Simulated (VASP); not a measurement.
Write the native input for VASP 6.6.1 that does the following.

```
Task                   : single point
Functional             : r2SCAN
Potentials or basis    : VASP PAW PBE potentials, release 64 (As)
Cutoff                 : 520 eV
k mesh                 : 10 × 10 × 10
Occupations            : fermi-dirac, width 0.05 eV
Spin                   : no spin polarisation
Dipole correction      : no
Further INCAR settings : ALGO = Normal; EDIFF = 1e-07; NBANDS = 12
```

The system is As.

```
As
1.0
     1.89022    1.09132    3.36931
    -1.89022    1.09132    3.36931
     0.00000   -2.18264    3.36931
As
2
Direct
  0.23022 0.23022 0.23022
  0.76978 0.76978 0.76978
```

The input as run:

POSCAR

```
As
1.0
    1.8902240000      1.0913210000      3.3693110000
   -1.8902240000      1.0913210000      3.3693110000
    0.0000000000     -2.1826420000      3.3693110000
As
2
Direct
    0.2302190000      0.2302190000      0.2302190000
    0.7697810000      0.7697810000      0.7697810000
```

INCAR.step1

```
SYSTEM = As
PREC     = Accurate       ! precision mode
ENCUT    = 520            ! plane-wave cutoff, eV
ISMEAR   = -1             ! smearing method
SIGMA    = 0.05           ! smearing width, eV
LREAL    = .FALSE.        ! projectors in reciprocal space
LASPH    = .TRUE.         ! aspherical terms in the spheres
NELM     = 60             ! most SCF steps
NBANDS   = 12             ! bands
GGA      = PE             ! functional
ALGO     = Normal         ! electronic algorithm
EDIFF    = 1E-4           ! SCF threshold, eV
LWAVE    = .TRUE.         ! write WAVECAR
LCHARG   = .FALSE.        ! write CHGCAR
```

INCAR.step2

```
SYSTEM = As
PREC     = Accurate       ! precision mode
ENCUT    = 520            ! plane-wave cutoff, eV
EDIFF    = 1E-7           ! SCF threshold, eV
ISMEAR   = -1             ! smearing method
SIGMA    = 0.05           ! smearing width, eV
LREAL    = .FALSE.        ! projectors in reciprocal space
LASPH    = .TRUE.         ! aspherical terms in the spheres
NELM     = 60             ! most SCF steps
ALGO     = Normal         ! electronic algorithm
ISIF     = 2              ! what is computed and relaxed
LWAVE    = .FALSE.        ! write WAVECAR
LCHARG   = .FALSE.        ! write CHGCAR
METAGGA  = R2SCAN         ! meta-GGA
LMIXTAU  = .TRUE.       
NBANDS   = 12             ! bands
ISTART   = 1
```

KPOINTS

```
regular mesh
0
G
  10 10 10
  0 0 0
```

Potentials or basis: VASP PAW PBE potentials, release 64 (As).

The run is started by

```bash
$ cat potpaw_PBE.64/As/POTCAR > POTCAR
$ cp INCAR.step1 INCAR
$ mpirun -np 1 vasp_std > vasp.out
$ cp INCAR.step2 INCAR
$ mpirun -np 1 vasp_std > vasp.out
```

Results of the run:

- Pressure: 1.7 GPa
- Largest force: 0.213 eV/Å
- Band gap on the k mesh: zero (bands 5 and 6 overlap by 0.25 eV)

Caveat: the PAW data sets were made with another functional, which shifts forces and pressure a little.

It took 6.9 min on 1 thread of Intel Xeon 8259CL, on a shared host, peak memory 0.2 GiB.
